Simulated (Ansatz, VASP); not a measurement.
# One calculation of MgO, two programs

INCAR

```
PREC = Accurate
ENCUT = 600
EDIFF = 1E-6
ISMEAR = 0
SIGMA = 0.02
LREAL = False
LASPH = True
NELM = 80
ALGO = Normal
ISIF = 3
LWAVE = False
LCHARG = False
GGA = PE
IBRION = 2
NSW = 100
EDIFFG = -0.005
```

The input KPOINTS:

```
regular mesh
0
Gamma
  10 10 10
```

Contents of POSCAR:

```
MgO
1.0
    0.0000000000      2.0970013900      2.0970013900
    2.0970013900      0.0000000000      2.0970013900
    2.0970013900      2.0970013900      0.0000000000
Mg O
1 1
Direct
    0.0000000000      0.0000000000      0.0000000000
    0.5000000000      0.5000000000      0.5000000000
```

Input for Ansatz:

```yaml
crystal:
  lattice:
    - [0.0, 2.09700139, 2.09700139]
    - [2.09700139, 0.0, 2.09700139]
    - [2.09700139, 2.09700139, 0.0]
  atoms:
    - { symbol: Mg, position: [0.0, 0.0, 0.0] }
    - { symbol: O, position: [0.5, 0.5, 0.5] }
basis:
  ecutwfc: 420
kpoints:
  mp_grid: { grid: [10, 10, 10] }
hamiltonian:
  xc: pbe
scf:
  occupations: { method: gaussian, width: 0.02 }
output:
  forces: true
  stress: true
  eigenvalues: true
  write_density: true
  write_potential: true
  elf: true
  volumetric_format: npy
relax:
  adjacent_minimum: "off"
  f_tol: 0.005
  max_steps: 80
  cell: { stress_tol: 0.05 }
```

Alike in both runs: task relaxation of cell and atoms; functional PBE; k mesh 10 × 10 × 10; occupations gaussian, width 0.02 eV; no spin polarisation.

|  | VASP | Ansatz |
| --- | --- | --- |
| version | VASP 6.6.1 | Ansatz 0.2.0 |
| potentials or method | VASP PAW PBE potentials, release 64 (Mg, O), cutoff 600 eV | scalar-relativistic, plane waves, PAW |
| valence electrons in the cell | 8 | 16 |

|  | VASP | Ansatz | Ansatz less VASP |
| --- | --- | --- | --- |
| gap on the k mesh at the Fermi level, each at its own relaxed structure (eV) | 4.50 | 4.46 | -0.041 |
| relaxed volume (Å³/atom) | 9.56 | 9.62 | +0.057 |
| relaxed cell length with the largest relative difference (Å) | 3.002 | 3.008 | +0.0060 |

VASP's potentials hold 8 valence electrons a cell and Ansatz's 16, so a difference there can come from the potentials and not from the codes.
